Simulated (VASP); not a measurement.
Crystal: RbCl.

```
Rb Cl
1.0
     0.00000    3.30573    3.30573
     3.30573    0.00000    3.30573
     3.30573    3.30573    0.00000
Rb Cl
1 1
Direct
  0.00000 0.00000 0.00000
  0.50000 0.50000 0.50000
```

Base run:

- Program: VASP 6.6.1
- Functional: PBEsol
- Potentials or basis: VASP PAW PBE potentials, release 64 (Rb_sv, Cl)
- Cutoff: 500 eV
- k mesh: 4 × 4 × 4
- Occupations: gaussian, width 0.01 eV
- Spin: no spin polarisation

Its results: band gap on the k mesh 4.80 eV; pressure -0.5 GPa.

The run is repeated on the same cell with these changes: functional from PBEsol to PBE; k mesh from 4 × 4 × 4 to 2 × 2 × 2. What comes out?

Band gap on the k mesh 4.93 eV; pressure 0.8 GPa.

Several settings changed at once.

Caveats: some runs use coarse meshes; the PAW data sets were made with another functional, which shifts forces and pressure a little (at least some runs).

